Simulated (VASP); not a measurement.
# Ir (P-1) in VASP: single point with PBE

Aim: the single point of Ir with PBE.

Everything below comes from runs of VASP 6.6.1. Logs are shortened: lines on timing, memory, paths and dates and some standing lists are left out, and cuts for length are marked.

### 1 The cell of the first run

The typed cell holds 2 atoms: a = 2.751 Å, b = 2.751 Å, c = 4.462 Å, α = 90.00°, β = 90.00°, γ = 120.00°.

### 2 Single point, PBE

Contents of INCAR:

```
PREC     = Accurate       # precision mode
ENCUT    = 500            # plane-wave cutoff, eV
EDIFF    = 1E-6           # SCF threshold, eV
ISMEAR   = 0              # smearing method
SIGMA    = 0.1            # smearing width, eV
LREAL    = F              # projectors in reciprocal space
LASPH    = T              # aspherical terms in the spheres
NELM     = 120            # most SCF steps
ALGO     = Normal         # electronic algorithm
ISIF     = 2              # what is computed and relaxed
LWAVE    = F              # write WAVECAR
LCHARG   = F              # write CHGCAR
GGA      = PE             # functional
NBANDS   = 16             # bands
GGA_COMPAT= F
```

Contents of KPOINTS:

```
regular mesh
0
Gamma
  6 6 3
```

Contents of POSCAR:

```
Ir
1.0
    2.7513778946      0.0000000000      0.0000000000
   -1.3756889473      2.3827631521      0.0000000000
    0.0000000000      0.0000000000      4.4622900000
Ir
2
Direct
    0.6770183450      0.3506707487      0.8060332552
    0.3388230482      0.6672780908      0.2507708354
```

Potentials or basis: VASP PAW PBE potentials, release 64 (Ir).

Run with:

```bash
cat potpaw_PBE.64/Ir/POTCAR > POTCAR
mpirun -np 1 vasp_std > vasp.out
```

OUTCAR:

```text
PREC = Accurate
   ENCUT = 500
   EDIFF = 1E-6
   ISMEAR = 0
   LREAL = F
   LASPH = T
   NELM = 120
   ISIF = 2
   GGA = PE

 ion  position               nearest neighbor table
   1  0.677  0.351  0.806-   2 2.52   2 2.54   2 2.57   2 2.93   2 2.94   2 2.96
   2  0.339  0.667  0.251-   1 2.52   1 2.54   1 2.57   1 2.93   1 2.94   1 2.96

  LATTYP: Found a hexagonal cell.
 ALAT       =     2.7513778946
 C/A-ratio  =     1.6218382828

  Lattice vectors:

 A1 = (   2.7513778946,   0.0000000000,   0.0000000000)
 A2 = (  -1.3756889473,   2.3827631521,   0.0000000000)
 A3 = (   0.0000000000,   0.0000000000,   4.4622900000)

Analysis of symmetry for initial positions (statically):
=====================================================================
 Subroutine PRICEL returns:
 Original cell was already a primitive cell.

 Routine SETGRP: Setting up the symmetry group for a
 hexagonal supercell.

 Subroutine GETGRP returns: Found  2 space group operations
 (whereof  1 operations were pure point group operations)
 out of a pool of 24 trial point group operations.

The static configuration has the point symmetry C_1 .
 The point group associated with its full space group is S_2 .

Analysis of symmetry for dynamics (positions and initial velocities):
=====================================================================
 Subroutine PRICEL returns:
 Original cell was already a primitive cell.

 Routine SETGRP: Setting up the symmetry group for a
 hexagonal supercell.

 Subroutine GETGRP returns: Found  2 space group operations
 (whereof  1 operations were pure point group operations)
 out of a pool of 24 trial point group operations.

The dynamic configuration has the point symmetry C_1 .
 The point group associated with its full space group is S_2 .

 Subroutine INISYM returns: Found  2 space group operations
 (whereof  1 operations are pure point group operations),
 and found     1 'primitive' translations

----------------------------------------------------------------------------------------

                                     Primitive cell

  volume of cell :      29.2542

  direct lattice vectors                    reciprocal lattice vectors
     2.751377895  0.000000000  0.000000000     0.363454254  0.209840411  0.000000000
[... 76 lines left out ...]
 SYSTEM =  unknown system
   PREC   = accura    normal or accurate (medium, high low for compatibility)
   ISTART =      0    job   : 0-new  1-cont  2-samecut
   ICHARG =      2    charge: 1-file 2-atom 10-const
   ISPIN  =      1    spin polarized calculation?
   LNONCOLLINEAR =      F non collinear calculations
   LSORBIT =      F    spin-orbit coupling
   LASPH  =      T    aspherical Exc in radial PAW
   ENCUT  =  500.0 eV  36.75 Ry    6.06 a.u.   5.02  5.02  8.14*2*pi/ulx,y,z
   NELM   =    120;   NELMIN=  2; NELMDL= -5     # of ELM steps
   EDIFF  = 0.1E-05   stopping-criterion for ELM
   LREAL  =      F    real-space projection
   EDIFFG = 0.1E-04   stopping-criterion for IOM
   NSW    =      0    number of steps for IOM
   IBRION =     -1    ionic relax: 0-MD 1-quasi-New 2-CG
   NFREE  =      0    steps in history (QN), initial steepest desc. (CG)
   ISIF   =      2    stress and relaxation
   ISYM   =      2    0-nonsym 1-usesym 2-fastsym
   POTIM  = 0.5000    time-step for ionic-motion
   TEBEG  =    0.0;   TEEND  =   0.0 temperature during run
   PSTRESS=    0.0 pullay stress
   NELECT =      18.0000    total number of electrons
   NUPDOWN=      -1.0000    fix difference up-down
   EMIN   =  10.00;   EMAX   =-10.00  energy-range for DOS
   EFERMI =   0.00;   METHOD = LEGACY
   ISMEAR =     0;   SIGMA  =   0.10  broadening in eV -4-tet -1-fermi 0-gaus
   EFERMI_NEDOS =   21; number of points for ismear=-14 and -15
   IALGO  =     38    algorithm
   IMIX   =      4    mixing-type and parameters
     AMIX     =   0.40;   BMIX     =  1.00
     AMIX_MAG =   1.60;   BMIX_MAG =  1.00
  volume/ion in A,a.u.               =      14.63        98.71
  Fermi-wavevector in a.u.,A,eV,Ry     =   1.392417  2.631287 26.379323  1.938826
  Thomas-Fermi vector in A             =   2.516162
   LORBIT       =      0    0 simple, 1 ext, 2 COOP (PROOUT), +10 PAW based schemes
   GGA     = PE    functional components
   LHFCALC =     F    Hartree Fock is set to
   AEXX    =    0.0000 exact exchange contribution
   IVDW    =     0    specifies the selected vdW correction
   LEPSILON=     F    determine dielectric tensor
   LRPA    =     F    only Hartree local field effects (RPA)
 non-spin polarized calculation
 Gauss-broadening in eV      SIGMA  =   0.10
  energy-cutoff  :      500.00
  volume of cell :       29.25
 maximum number of plane-waves:       751
   NGX =  9   NGY =  9   NGZ = 17

 number of electron      17.9999999 magnetization

 Free energy of the ion-electron system (eV)
  ---------------------------------------------------
  ext. energy  EPLUGINS =         0.00000000
  ---------------------------------------------------
  free energy    TOTEN  =       -17.17062377 eV

  energy without entropy =      -17.16142092  energy(sigma->0) =      -17.16602234

 E-fermi :   9.9469     XC(G=0): -13.7476

 val. band max:        9.9458348541   @ k =   0.5000   0.5000   0.3333
 cond. band min:       9.9987856539   @ k =   0.5000  -0.0000   0.3333
 fundamental gap:      0.0529507999
 Fermi energy:         9.9468725375

 k-point     1 :       0.0000    0.0000    0.0000
  band No.  band energies     occupation
      1      -0.9535      2.00000
      2       1.9348      2.00000
      3       6.0733      2.00000
      4       6.1117      2.00000
      5       6.1995      2.00000
      6       6.3728      2.00000
[... 433 lines left out ...]
      3       4.3892      2.00000
      4       5.4603      2.00000
      5       6.0865      2.00000
      6       6.3494      2.00000
[... 8 lines left out ...]
     15      26.2974      0.00000
     16      27.9403      0.00000

 [... further k-points ...]
[... 5 lines left out ...]
  --------------------------------------------------------------------------------------
  -------------------------------------------------------------------------------------
  Total        2.0206410      1.5785691      2.2548857     -0.0799263      0.4116825     -0.1196897
  in kB      110.6651394     86.4540365    123.4941003     -4.3773487     22.5467589     -6.5550872
  external PRESSURE =     106.8710921 kB  Pullay stress =       0.0000000 kB

 VOLUME and BASIS-vectors are now :
 -----------------------------------------------------------------------------
  energy-cutoff  :      500.00
  volume of cell :       29.25
      direct lattice vectors                 reciprocal lattice vectors
     2.751377895  0.000000000  0.000000000     0.363454254  0.209840411  0.000000000
    -1.375688947  2.382763152  0.000000000     0.000000000  0.419680823  0.000000000
     0.000000000  0.000000000  4.462290000     0.000000000  0.000000000  0.224100182

 POSITION                                       TOTAL-FORCE (eV/Angst)
 -----------------------------------------------------------------------------------
      1.38032      0.83557      3.59675         0.058262     -0.316408     -3.451279
      0.01426      1.58997      1.11901        -0.058262      0.316408      3.451279
 -----------------------------------------------------------------------------------
    total drift:                                0.000000      0.000001     -0.000001

  FREE ENERGIE OF THE ION-ELECTRON SYSTEM (eV)
  ---------------------------------------------------
  free  energy   TOTEN  =       -17.1706237686 eV

  energy  without entropy=      -17.1614209162  energy(sigma->0) =      -17.16602234
```

OSZICAR:

```text
N       E                     dE             d eps       ncg     rms          rms(c)
DAV:   1     0.140482474491E+03    0.14048E+03   -0.81960E+03  1792   0.109E+03
DAV:   2    -0.145559599419E+02   -0.15504E+03   -0.13939E+03  1792   0.302E+02
DAV:   3    -0.182338935496E+02   -0.36779E+01   -0.36253E+01  2472   0.554E+01
DAV:   4    -0.182742491121E+02   -0.40356E-01   -0.40350E-01  1968   0.496E+00
DAV:   5    -0.182753687000E+02   -0.11196E-02   -0.11196E-02  2544   0.865E-01    0.219E+01
DAV:   6    -0.173479983062E+02    0.92737E+00   -0.11626E+00  2328   0.138E+01    0.918E+00
DAV:   7    -0.171837581874E+02    0.16424E+00   -0.38922E-01  2448   0.744E+00    0.234E+00
DAV:   8    -0.171832933471E+02    0.46484E-03   -0.54509E-03  2128   0.580E-01    0.226E+00
DAV:   9    -0.171722617424E+02    0.11032E-01   -0.68645E-03  2352   0.957E-01    0.364E-01
DAV:  10    -0.171708362544E+02    0.14255E-02   -0.25237E-03  2504   0.647E-01    0.225E-01
DAV:  11    -0.171707484912E+02    0.87763E-04   -0.51286E-05  2072   0.608E-02    0.168E-01
DAV:  12    -0.171706332861E+02    0.11521E-03   -0.17807E-04  2720   0.131E-01    0.519E-02
DAV:  13    -0.171706234509E+02    0.98352E-05   -0.23741E-05  2816   0.468E-02    0.762E-03
DAV:  14    -0.171706237686E+02   -0.31763E-06   -0.33621E-07  1144   0.608E-03
   1 F= -.17170624E+02 E0= -.17166022E+02  d E =-.920285E-02
```

Run time: 17 s. Hardware: 1 thread of Intel Xeon 6975P-C (Granite Rapids), shared host; peak memory 0.15 GiB.

What came out:

```yaml
Free_energy: -17.1706 eV
Pressure: 10.7 GPa
Largest_force: 3.466 eV/Å
Band_gap_on_the_k_mesh: zero (band 9 reaches 10.79 eV, above the bottom of band 10 at 8.15 eV)
```

Forces in eV/Å, atoms in the order of the input:
```
Ir   0.058 -0.316 -3.451
Ir  -0.058  0.316  3.451
```

Caveat: the k points lie up to 0.47 Å⁻¹ apart; spin-orbit coupling is left out, which moves the levels of the heavy elements; forces of over 1 eV/Å act on the atoms, so gaps and moduli don't describe the material at rest.
